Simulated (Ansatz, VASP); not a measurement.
TeW in VASP and in Ansatz

```
W Te
1.0
     0.00000    2.98330    2.98330
     2.98330    0.00000    2.98330
     2.98330    2.98330    0.00000
W Te
1 1
Direct
  0.00000 0.00000 0.00000
  0.25000 0.25000 0.25000
```

Alike in both runs: task single point; functional PBEsol; k mesh 12 × 12 × 12; occupations gaussian, width 0.1 eV; collinear spin.

|  | VASP | Ansatz |
| --- | --- | --- |
| version | VASP 6.6.1 | Ansatz 0.2.0 |
| potentials or method | VASP PAW PBE potentials, release 64 (W_sv, Te), cutoff 520 eV | scalar-relativistic, plane waves, PAW |
| valence electrons in the cell | 20 | 30 |

VASP gave:

- gap on the k mesh at the Fermi level (eV): none
- pressure (GPa): 4.7
- net moment per atom (μB): 0.67
- size of the moment on the site where the two differ most (μB): 1.04

**Question.** What did Ansatz give for the same quantities?

**Answer.** gap on the k mesh at the Fermi level (eV): none; pressure (GPa): 4.5; net moment per atom (μB): 0.67; size of the moment on the site where the two differ most (μB): 0.86.

VASP's potentials were made for PBE, not for PBEsol. Site moments also hang on the region over which each program counts them. A gap of «none» marks a metal or a gap that the smearing closes. VASP's potentials hold 20 valence electrons a cell and Ansatz's 30, so a difference there can come from the potentials and not from the codes.

Neither program's run includes spin-orbit coupling.
